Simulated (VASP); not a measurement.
# In (Im-3m) in VASP: further runs

The runs below take In through single point, with r2SCAN.

All numbers are computed with VASP 6.6.1; they aren't measurements. Logs are shortened: lines on timing, memory, paths and dates and some standing lists are left out, and cuts for length are marked.

## (1) The cell of the first run

It takes space group Im-3m (No. 229, cubic). Conventional cell: a = 3.709 Å, b = 3.709 Å, c = 3.709 Å, α = 90.00°, β = 90.00°, γ = 90.00°. In (site symmetry m-3m) has 14 In at 3.21 to 3.71 Å within 4.2 Å.

## (2) Single point, r2SCAN

File POSCAR:

```
In
1.0
   -1.8546927361      1.8546927361      1.8546927361
    1.8546927361     -1.8546927361      1.8546927361
    1.8546927361      1.8546927361     -1.8546927361
In
1
Direct
   -0.0124882613     -0.0138109370     -0.0275725654
```

File INCAR.step1:

```
ALGO = Normal
EDIFF = 1E-5
ENCUT = 550
GGA = PE
GGA_COMPAT = F
ISMEAR = -1
LASPH = T
LCHARG = F
LREAL = F
LWAVE = T
NBANDS = 12
NELM = 120
PREC = Accurate
SIGMA = 0.1
```

File INCAR.step2:

```
ALGO = Normal
EDIFF = 1E-6
ENCUT = 550
GGA_COMPAT = F
ISIF = 2
ISMEAR = -1
ISTART = 1
LASPH = T
LCHARG = F
LMIXTAU = T
LREAL = F
LWAVE = F
METAGGA = R2SCAN
NBANDS = 12
NELM = 120
PREC = Accurate
SIGMA = 0.1
```

File KPOINTS:

```
k-points
0
Gamma
  6 6 6
```

Potentials or basis: VASP PAW PBE potentials, release 64 (In_d).

On the command line:

```
$ cat potpaw_PBE.64/In_d/POTCAR > POTCAR
$ cp INCAR.step1 INCAR
$ mpirun -np 1 vasp_std > vasp.out
$ cp INCAR.step2 INCAR
$ mpirun -np 1 vasp_std > vasp.out
```

OUTCAR:

```text
EDIFF = 1E-6
   ENCUT = 550
   ISIF = 2
   ISMEAR = -1
   ISTART = 1
   LASPH = T
   LREAL = F
   METAGGA = R2SCAN
   NELM = 120
   PREC = Accurate

 ion  position               nearest neighbor table
   1  0.988  0.986  0.972-

  LATTYP: Found a body centered cubic cell.
 ALAT       =     3.7093854722

  Lattice vectors:

 A1 = (  -1.8546927361,   1.8546927361,   1.8546927361)
 A2 = (   1.8546927361,  -1.8546927361,   1.8546927361)
 A3 = (   1.8546927361,   1.8546927361,  -1.8546927361)

Analysis of symmetry for initial positions (statically):
=====================================================================
 Subroutine PRICEL returns:
 Original cell was already a primitive cell.

 Routine SETGRP: Setting up the symmetry group for a
 body centered cubic supercell.

 Subroutine GETGRP returns: Found 48 space group operations
 (whereof  1 operations were pure point group operations)
 out of a pool of 48 trial point group operations.

The static configuration has the point symmetry C_1 .
 The point group associated with its full space group is O_h .

Analysis of symmetry for dynamics (positions and initial velocities):
=====================================================================
 Subroutine PRICEL returns:
 Original cell was already a primitive cell.

 Routine SETGRP: Setting up the symmetry group for a
 body centered cubic supercell.

 Subroutine GETGRP returns: Found 48 space group operations
 (whereof  1 operations were pure point group operations)
 out of a pool of 48 trial point group operations.

The dynamic configuration has the point symmetry C_1 .
 The point group associated with its full space group is O_h .

 Subroutine INISYM returns: Found 48 space group operations
 (whereof  1 operations are pure point group operations),
 and found     1 'primitive' translations

----------------------------------------------------------------------------------------

                                     Primitive cell

  volume of cell :      25.5197

  direct lattice vectors                    reciprocal lattice vectors
    -1.854692736  1.854692736  1.854692736     0.000000000  0.269586434  0.269586434
     1.854692736 -1.854692736  1.854692736     0.269586434  0.000000000  0.269586434
     1.854692736  1.854692736 -1.854692736     0.269586434  0.269586434  0.000000000

  length of vectors
     3.212422051  3.212422051  3.212422051     0.381252791  0.381252791  0.381252791

  position of ions in fractional coordinates (direct lattice)
     0.987511739  0.986189063  0.972427435

  ion indices of the primitive-cell ions
   primitive index   ion index
                 1           1

----------------------------------------------------------------------------------------

 KPOINTS: k-points

Automatic generation of k-mesh.
 Grid dimensions read from file:
 generate k-points for:    6    6    6

 Generating k-lattice:

  Cartesian coordinates                     Fractional coordinates (reciprocal lattice)
     0.000000000  0.044931072  0.044931072     0.166666667  0.000000000  0.000000000
     0.044931072  0.000000000  0.044931072     0.000000000  0.166666667  0.000000000
     0.044931072  0.044931072  0.000000000     0.000000000  0.000000000  0.166666667

  Length of vectors
     0.063542132  0.063542132  0.063542132

  Shift w.r.t. Gamma in fractional coordinates (k-lattice)
     0.000000000  0.000000000  0.000000000

 Subroutine IBZKPT returns following result:
 ===========================================

 Found     16 irreducible k-points:

 Following reciprocal coordinates:
            Coordinates               Weight
  0.000000  0.000000  0.000000      1.000000
  0.166667  0.000000  0.000000     12.000000
  0.333333  0.000000  0.000000     12.000000
  0.500000  0.000000  0.000000      6.000000
  0.166667  0.166667  0.000000     24.000000
  0.333333  0.166667 -0.000000     48.000000
[... 8 lines left out ...]
  0.500000  0.500000  0.333333     12.000000
  0.500000  0.500000  0.500000      1.000000
   k-points           NKPTS =     16   k-points in BZ     NKDIM =     16   number of bands    NBANDS=     12
   number of dos      NEDOS =    301   number of ions     NIONS =      1
   total plane-waves  NPLWV =  21952
   dimension x,y,z NGX =    28 NGY =   28 NGZ =   28
   dimension x,y,z NGXF=    56 NGYF=   56 NGZF=   56
   ions per type =               1
   NGX,Y,Z   is equivalent  to a cutoff of  14.49, 14.49, 14.49 a.u.
   NGXF,Y,Z  is equivalent  to a cutoff of  28.98, 28.98, 28.98 a.u.
 SYSTEM =  unknown system
   PREC   = accura    normal or accurate (medium, high low for compatibility)
   ISTART =      1    job   : 0-new  1-cont  2-samecut
   ICHARG =      0    charge: 1-file 2-atom 10-const
   ISPIN  =      1    spin polarized calculation?
   LNONCOLLINEAR =      F non collinear calculations
   LSORBIT =      F    spin-orbit coupling
   LASPH  =      T    aspherical Exc in radial PAW
   ENCUT  =  550.0 eV  40.42 Ry    6.36 a.u.   6.14  6.14  6.14*2*pi/ulx,y,z
   NELM   =    120;   NELMIN=  2; NELMDL=  0     # of ELM steps
   EDIFF  = 0.1E-05   stopping-criterion for ELM
   LREAL  =      F    real-space projection
   EDIFFG = 0.1E-04   stopping-criterion for IOM
   NSW    =      0    number of steps for IOM
   IBRION =     -1    ionic relax: 0-MD 1-quasi-New 2-CG
   NFREE  =      0    steps in history (QN), initial steepest desc. (CG)
   ISIF   =      2    stress and relaxation
   ISYM   =      2    0-nonsym 1-usesym 2-fastsym
   POTIM  = 0.5000    time-step for ionic-motion
   TEBEG  =    0.0;   TEEND  =   0.0 temperature during run
   PSTRESS=    0.0 pullay stress
   NELECT =      13.0000    total number of electrons
   NUPDOWN=      -1.0000    fix difference up-down
   EMIN   =  10.00;   EMAX   =-10.00  energy-range for DOS
   EFERMI =   0.00;   METHOD = LEGACY
   ISMEAR =    -1;   SIGMA  =   0.10  broadening in eV -4-tet -1-fermi 0-gaus
   EFERMI_NEDOS =   21; number of points for ismear=-14 and -15
   IALGO  =     38    algorithm
   IMIX   =      4    mixing-type and parameters
     AMIX     =   0.40;   BMIX     =  1.00
     AMIX_MAG =   1.60;   BMIX_MAG =  1.00
  volume/ion in A,a.u.               =      25.52       172.22
  Fermi-wavevector in a.u.,A,eV,Ry     =   1.307467  2.470754 23.258741  1.709469
  Thomas-Fermi vector in A             =   2.438199
   LORBIT       =      0    0 simple, 1 ext, 2 COOP (PROOUT), +10 PAW based schemes
   METAGGA = R2SCAN    functional components
   LHFCALC =     F    Hartree Fock is set to
   AEXX    =    0.0000 exact exchange contribution
   IVDW    =     0    specifies the selected vdW correction
   LEPSILON=     F    determine dielectric tensor
   LRPA    =     F    only Hartree local field effects (RPA)
 non-spin polarized calculation
  energy-cutoff  :      550.00
  volume of cell :       25.52
 maximum number of plane-waves:       767
 NGX is ok and might be reduce to    28
   NGX = 13   NGY = 13   NGZ = 13

 number of electron      13.0000000 magnetization

 Free energy of the ion-electron system (eV)
  ---------------------------------------------------
  ext. energy  EPLUGINS =         0.00000000
  ---------------------------------------------------
  free energy    TOTEN  =       -22.58814649 eV

  energy without entropy =      -22.57856045  energy(sigma->0) =      -22.58335347

 E-fermi :   7.5649     XC(G=0): -11.2324

 val. band max:        7.1228286108   @ k =   0.5000   0.5000   0.3333
 cond. band min:       7.7532496058   @ k =  -0.3333   0.5000   0.1667
 fundamental gap:      0.6304209951
 Fermi energy:         7.5648599286

 k-point     1 :       0.0000    0.0000    0.0000
  band No.  band energies     occupation
      1      -7.5570      2.00000
      2      -7.5570      2.00000
      3      -7.5570      2.00000
      4      -7.2409      2.00000
      5      -7.2409      2.00000
      6      -2.4487      2.00000
      7      19.8421      0.00000
      8      19.8421      0.00000
      9      19.8421      0.00000
     10      21.6164      0.00000
     11      21.6164      0.00000
     12      21.6164      0.00000

 k-point     2 :       0.1667    0.0000    0.0000
  band No.  band energies     occupation
      1      -7.5894      2.00000
      2      -7.5359      2.00000
      3      -7.4351      2.00000
      4      -7.2711      2.00000
      5      -7.2422      2.00000
      6      -1.7504      2.00000
      7      14.9330      0.00000
      8      17.4928      0.00000
      9      18.3214      0.00000
     10      20.0352      0.00000
     11      20.1051      0.00000
     12      21.8852      0.00000

 k-point     3 :       0.3333    0.0000    0.0000
  band No.  band energies     occupation
      1      -7.6538      2.00000
      2      -7.5648      2.00000
      3      -7.2796      2.00000
      4      -7.2440      2.00000
      5      -7.1811      2.00000
      6       0.3903      2.00000
      7       8.9189      0.00000
      8      15.0362      0.00000
      9      16.3921      0.00000
     10      18.8457      0.00000
     11      19.0531      0.00000
     12      24.0229      0.00000
[... 166 lines left out ...]
 k-point    15 :       0.5000    0.5000    0.3333
  band No.  band energies     occupation
      1      -7.6143      2.00000
      2      -7.5809      2.00000
      3      -7.2527      2.00000
      4      -7.1838      2.00000
      5      -7.0848      2.00000
      6       6.1212      2.00000
      7       7.1228      1.97623
      8       9.8756      0.00000
      9      12.0744      0.00000
     10      15.4382      0.00000
     11      16.2666      0.00000
     12      26.0684      0.00000

 k-point    16 :       0.5000    0.5000    0.5000
  band No.  band energies     occupation
      1      -7.6816      2.00000
      2      -7.6816      2.00000
      3      -7.0968      2.00000
      4      -7.0968      2.00000
      5      -7.0968      2.00000
      6       9.0396      0.00000
      7       9.0396      0.00000
      8       9.0396      0.00000
      9       9.3109      0.00000
     10      13.3591      0.00000
     11      13.3591      0.00000
     12      28.5852      0.00000

------------------------ aborting loop because EDIFF is reached ----------------------------------------

  FORCE on cell =-STRESS in cart. coord.  units (eV):
  Direction    XX          YY          ZZ          XY          YZ          ZX
  --------------------------------------------------------------------------------------
  -------------------------------------------------------------------------------------
  Total        0.1830886      0.1830886      0.1830886      0.0000000      0.0000000     -0.0000000
  in kB       11.4946580     11.4946580     11.4946580      0.0000000      0.0000000     -0.0000000
  external PRESSURE =      11.4946580 kB  Pullay stress =       0.0000000 kB

 VOLUME and BASIS-vectors are now :
 -----------------------------------------------------------------------------
  energy-cutoff  :      550.00
  volume of cell :       25.52
      direct lattice vectors                 reciprocal lattice vectors
    -1.854692736  1.854692736  1.854692736     0.000000000  0.269586434  0.269586434
     1.854692736 -1.854692736  1.854692736     0.269586434  0.000000000  0.269586434
     1.854692736  1.854692736 -1.854692736     0.269586434  0.269586434  0.000000000

 POSITION                                       TOTAL-FORCE (eV/Angst)
 -----------------------------------------------------------------------------------
      1.80110      1.80601      1.85705         0.000000     -0.000000     -0.000000
 -----------------------------------------------------------------------------------
    total drift:                                0.000017      0.000032      0.000000

  FREE ENERGIE OF THE ION-ELECTRON SYSTEM (eV)
  ---------------------------------------------------
  free  energy   TOTEN  =       -22.5881464922 eV

  energy  without entropy=      -22.5785604493  energy(sigma->0) =      -22.58335347
```

Wall time 18 s (1 thread of AMD EPYC 9R45 (Zen 5), shared host); peak memory 0.13 GiB.

What came out:

```yaml
Free_energy: -22.5881 eV
Pressure: 1.1 GPa
```

Caveat: the k points lie up to 0.40 Å⁻¹ apart; the PAW data sets were made with another functional, which shifts forces and pressure a little; spin-orbit coupling is left out, which moves the levels of the heavy elements.

(Part 1 of 2 ends here.)
